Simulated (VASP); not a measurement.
Se, 3 atoms in the cell. The structure is trigonal, space group P3_121 (No. 152). The conventional cell has a = 3.953 Å, b = 3.953 Å, c = 5.121 Å, α = 90.00°, β = 90.00°, γ = 120.00°. Se (site symmetry 2) has 6 Se at 2.44 to 3.11 Å within 3.2 Å. 

| Item | Value |
| --- | --- |
| Program | VASP 6.6.1 |
| Task | single point |
| Functional | LDA |
| Potentials or basis | VASP PAW LDA potentials, release 64 (Se) |
| Cutoff | 520 eV |
| k mesh | 9 × 9 × 6 |
| Occupations | methfessel-paxton, width 0.2 eV |
| Spin | no spin polarisation |
| Dipole correction | no |
| Further INCAR settings | ALGO = Normal; EDIFF = 1e-06; NBANDS = 16 |

Potentials or basis: VASP PAW LDA potentials, release 64 (Se).

Run with:

```bash
$ cat potpaw_LDA.64/Se/POTCAR > POTCAR
$ mpirun -np 1 vasp_std > vasp.out
```

Hardware: 1 thread of Intel(R) Xeon(R) 6975P-C (Granite Rapids) (shared host).

Problem. Estimate the wall time of this run.

Solution. Run time: 25 s on 1 thread of Intel(R) Xeon(R) 6975P-C (Granite Rapids) (shared host), peak memory 0.18 GiB. Counts: scf iterations 11, k points 62.
